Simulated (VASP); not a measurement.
The system is ErBe.

```
Er Be
1.0
     5.01082    0.00000    0.00000
     0.00000    3.24128    0.00000
     0.00000    0.00000    5.15563
Er Be
2 2
Direct
  0.75000 0.00000 0.30405
  0.25000 0.00000 0.69595
  0.75000 0.50000 0.80541
  0.25000 0.50000 0.19459
```

The cell was built from a structure type or drawn by symmetry, and may not be a known phase.

```yaml
Program: VASP 6.6.1
Task: relaxation of cell and atoms
Functional: PBE
Potentials_or_basis: VASP PAW PBE potentials, release 64 (Er_3, Be), 4f in core
Cutoff: 600 eV
k_mesh: 4 × 6 × 4
Occupations: gaussian, width 0.2 eV
Spin: no spin polarisation
```

At the start: pressure -5.2 GPa; volume 20.93 Å³/atom.

Where does the relaxation end?

Over 11 steps the energy falls by 117.1 meV/atom and the volume is 19.10 Å³/atom (-8.8 %); space group Pmma (No. 51, to 0.1 Å) before and after.

The path:
```csv
step,energy change (eV),largest force (eV/Å),pressure (GPa),volume (Å³)
1,0.0000,0.9770,-5.23,83.73
2,-0.2847,0.8744,0.20,75.68
3,-0.3021,0.7897,2.35,73.38
4,-0.4010,0.4052,1.68,74.28
5,-0.4365,0.2510,1.15,75.18
6,-0.4470,0.1450,-0.55,77.08
7,-0.4472,0.1567,-0.36,76.86
8,-0.4518,0.1288,-0.19,76.67
9,-0.4584,0.0492,0.36,76.10
10,-0.4615,0.0510,0.30,76.17
11,-0.4686,0.0541,0.14,76.39
```

Final structure:
```cif
data_structure
_symmetry_space_group_name_H-M 'P 1'
_symmetry_Int_Tables_number 1
_cell_length_a 4.7052
_cell_length_b 3.3416
_cell_length_c 4.8587
_cell_angle_alpha 90.000
_cell_angle_beta 90.000
_cell_angle_gamma 90.000
_cell_volume 76.39
loop_
_atom_site_label
_atom_site_type_symbol
_atom_site_fract_x
_atom_site_fract_y
_atom_site_fract_z
_atom_site_occupancy
Er1 Er 0.75000 0.00000 0.26391 1
Er2 Er 0.25000 0.00000 0.73609 1
Be1 Be 0.75000 0.50000 0.78817 1
Be2 Be 0.25000 0.50000 0.21183 1
```

Caveat: the relaxation stopped at a loose force limit of 0.08 eV/Å, so its end isn't a converged minimum.
